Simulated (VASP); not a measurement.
Here is a VASP 6.6.1 calculation.

POSCAR

```
HfO2
1.0
    0.0000000000      2.4777593800      2.4777593800
    2.4777593800      0.0000000000      2.4777593800
    2.4777593800      2.4777593800      0.0000000000
Hf O
1 2
Direct
    0.0000000000      0.0000000000      0.0000000000
    0.2500000000      0.2500000000      0.2500000000
    0.7500000000      0.7500000000      0.7500000000
```

The input INCAR.step1:

```
SYSTEM = HfO2
  PREC = Accurate
  ENCUT = 520
  ISMEAR = -1
  SIGMA = 0.02
  LREAL = .FALSE.
  LASPH = .TRUE.
  NELM = 100
  NBANDS = 18
  GGA = PE
  ALGO = Normal
  EDIFF = 1E-4
  LWAVE = .TRUE.
  LCHARG = .FALSE.
```

INCAR.step2

```
SYSTEM = HfO2
  PREC = Accurate
  ENCUT = 520
  EDIFF = 1E-6
  ISMEAR = -1
  SIGMA = 0.02
  LREAL = .FALSE.
  LASPH = .TRUE.
  NELM = 100
  ALGO = Normal
  ISIF = 2
  LWAVE = .FALSE.
  LCHARG = .TRUE.
  METAGGA = R2SCAN
  LMIXTAU = .TRUE.
  LELF = .TRUE.
  LVHAR = .TRUE.
  NBANDS = 18
  ISTART = 1
```

File KPOINTS:

```
regular mesh
0
G
  10 10 10
  0 0 0
```

Potentials or basis: VASP PAW PBE potentials, release 64 (Hf_pv, O).

The run is started by

```console
$ cat potpaw_PBE.64/Hf_pv/POTCAR potpaw_PBE.64/O/POTCAR > POTCAR
$ cp INCAR.step1 INCAR
$ mpirun -np 1 vasp_std > vasp.out
$ cp INCAR.step2 INCAR
$ mpirun -np 1 vasp_std > vasp.out
```

(1) Predict the band gap on the k mesh.

(2) Predict the pressure.

Answers

(1) 4.50 eV, direct.

(2) 14.4 GPa.

Caveat: the PAW data sets were made with another functional, which shifts forces and pressure a little; spin-orbit coupling is left out, which moves the levels of the heavy elements.
